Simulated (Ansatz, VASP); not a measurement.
# AlNi in VASP and in Ansatz

INCAR

```
  PREC = Accurate
  ENCUT = 520
  EDIFF = 1E-6
  ISMEAR = -1
  SIGMA = 0.05
  LREAL = False
  LASPH = True
  NELM = 60
  ALGO = Normal
  ISIF = 2
  LWAVE = False
  LCHARG = False
  GGA = PS
  NBANDS = 14
```

KPOINTS

```
regular mesh
0
Gamma
  9 9 9
```

POSCAR

```
AlNi
1.0
    2.8810000000      0.0000000000      0.0000000000
    0.0000000000      2.8810000000      0.0000000000
    0.0000000000      0.0000000000      2.8810000000
Ni Al
1 1
Direct
    0.5000000000      0.5000000000      0.5000000000
    0.0000000000      0.0000000000      0.0000000000
```

Contents of input.yaml:

```yaml
crystal:
  lattice:
    - [2.881, 0.0, 0.0]
    - [0.0, 2.881, 0.0]
    - [0.0, 0.0, 2.881]
  atoms:
    - { symbol: Ni, position: [0.5, 0.5, 0.5] }
    - { symbol: Al, position: [0.0, 0.0, 0.0] }
hamiltonian:
  xc: pbesol
  pseudopotentials: { kind: paw }
kpoints:
  mp_grid: { grid: [9, 9, 9] }
scf:
  occupations: { method: fermi_dirac, width: 0.05 }
output:
  forces: true
  stress: true
  eigenvalues: true
  write_density: true
  write_potential: true
  elf: true
  volumetric_format: npy
```

Alike in both runs: task single point; functional PBEsol; k mesh 9 × 9 × 9; occupations fermi-dirac, width 0.05 eV; no spin polarisation.

|  | VASP | Ansatz |
| --- | --- | --- |
| version | VASP 6.6.1 | Ansatz 0.2.0 |
| potentials or method | VASP PAW PBE potentials, release 64 (Ni, Al) | Ansatz PAW |
| plane-wave cutoff (eV) | 520 | 420 |
| valence electrons in the cell | 13 | 21 |

```csv
,VASP,Ansatz,Ansatz less VASP
gap on the k mesh at the Fermi level (eV),none,none,-
pressure (GPa),-3.2,-3.4,-0.12
```

VASP's potentials were made for PBE, not for PBEsol. A gap of «none» marks a metal or a gap that the smearing closes. VASP's potentials hold 13 valence electrons a cell and Ansatz's 21, so a difference there can come from the potentials and not from the codes.
